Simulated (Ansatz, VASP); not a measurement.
Sn: VASP beside Ansatz

Contents of INCAR:

```
PREC     = Accurate       # precision mode
ENCUT    = 520            # plane-wave cutoff, eV
EDIFF    = 1E-6           # SCF threshold, eV
ISMEAR   = -1             # smearing method
SIGMA    = 0.08           # smearing width, eV
LREAL    = False          # projectors in reciprocal space
LASPH    = True           # aspherical terms in the spheres
NELM     = 80             # most SCF steps
ALGO     = Normal         # electronic algorithm
ISIF     = 2              # what is computed and relaxed
LWAVE    = False          # write WAVECAR
LCHARG   = True           # write CHGCAR
GGA      = PE             # functional
LELF     = True           # ELF
LVHAR    = True         
NBANDS   = 21             # bands
```

KPOINTS

```
Automatic mesh
0
Gamma
  10 10 10
```

Contents of POSCAR:

```
Sn
1.0
    0.0000000000      2.7758241703      2.7758241703
    2.7758241703      0.0000000000      2.7758241703
    2.7758241703      2.7758241703      0.0000000000
Sn
2
Direct
   -0.1250000000     -0.1250000000     -0.1250000000
    0.1250000000      0.1250000000      0.1250000000
```

Input for Ansatz:

```yaml
crystal:
  lattice:
    - [0.0, 2.7758241703, 2.7758241703]
    - [2.7758241703, 0.0, 2.7758241703]
    - [2.7758241703, 2.7758241703, 0.0]
  atoms:
    - { symbol: Sn, position: [-0.125, -0.125, -0.125] }
    - { symbol: Sn, position: [0.125, 0.125, 0.125] }
kpoints:
  mp_grid: { grid: [10, 10, 10] }
scf:
  occupations: { method: fermi_dirac, width: 0.08 }
hamiltonian:
  xc: pbe
  pseudopotentials: { kind: all_electron, lapw: { basis_error: 0.001 } }
output:
  forces: true
  stress: true
  eigenvalues: true
  populations: true
```

Change from the starting cell: volume scaled by 0.58, LAPW.

Alike in both runs: task single point; functional PBE; k mesh 10 × 10 × 10; occupations fermi-dirac, width 0.08 eV; no spin polarisation.

|  | VASP | Ansatz |
| --- | --- | --- |
| version | VASP 6.6.1 | Ansatz 0.2.0 |
| potentials or method | VASP PAW PBE potentials, release 64 (Sn_d), cutoff 520 eV | all-electron LAPW, scalar-relativistic |

```csv
,VASP,Ansatz,Ansatz less VASP
pressure (GPa),71.6,71.4,-0.15
```

Both programs put the cell under a high pressure, so it lies far from rest at this level. Ansatz ran all-electron here, and VASP with PAW potentials.

Noted on VASP's run: the cell as given lies far from equilibrium.
